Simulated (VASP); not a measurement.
Wanted: the native input for a VASP 6.6.1 run.

| Quantity | Value |
| --- | --- |
| Task | single point |
| Functional | PBE |
| Potentials or basis | VASP PAW PBE potentials, release 64 (Li_sv, H) |
| Cutoff | 520 eV |
| k mesh | 10 × 10 × 10 |
| Occupations | gaussian, width 0.01 eV |
| Spin | no spin polarisation |
| Dipole correction | no |
| Further INCAR settings | ALGO = Normal; EDIFF = 1e-06; NBANDS = 9 |

The structure of LiH lies in POSCAR:

```
LiH
1.0
    2.5016587117      0.0000000000      0.0000000000
    0.0000000000      2.5016587117      0.0000000000
    0.0000000000      0.0000000000      2.5016587117
Li H
1 1
Direct
    0.0000000000      0.0000000000      0.0000000000
    0.5000000000      0.5000000000      0.5000000000
```

The input as run:

INCAR

```
SYSTEM = LiH
PREC     = Accurate       ! precision mode
ENCUT    = 520            ! plane-wave cutoff, eV
EDIFF    = 1E-6           ! SCF threshold, eV
ISMEAR   = 0              ! smearing method
SIGMA    = 0.01           ! smearing width, eV
LREAL    = .False.        ! projectors in reciprocal space
LASPH    = .True.         ! aspherical terms in the spheres
NELM     = 80             ! most SCF steps
ALGO     = Normal         ! electronic algorithm
ISIF     = 2              ! what is computed and relaxed
LWAVE    = .False.        ! write WAVECAR
LCHARG   = .True.         ! write CHGCAR
GGA      = PE             ! functional
LELF     = .True.         ! ELF
LVHAR    = .True.       
NBANDS   = 9              ! bands
```

KPOINTS

```
Automatic mesh
0
Gamma
  10 10 10
  0 0 0
```

Potentials or basis: VASP PAW PBE potentials, release 64 (Li_sv, H).

Run with:

```sh
$ cat potpaw_PBE.64/Li_sv/POTCAR potpaw_PBE.64/H/POTCAR > POTCAR
$ mpirun -np 1 vasp_std > vasp.out
```

Results of the run:

| Quantity | Value |
| --- | --- |
| Band gap on the k mesh | 0.73 eV, indirect (least direct gap 4.21 eV) |

Run time: 4 s on 1 thread of Intel(R) Xeon(R) Platinum 8559C (Emerald Rapids), on a shared host, peak memory 0.12 GiB.
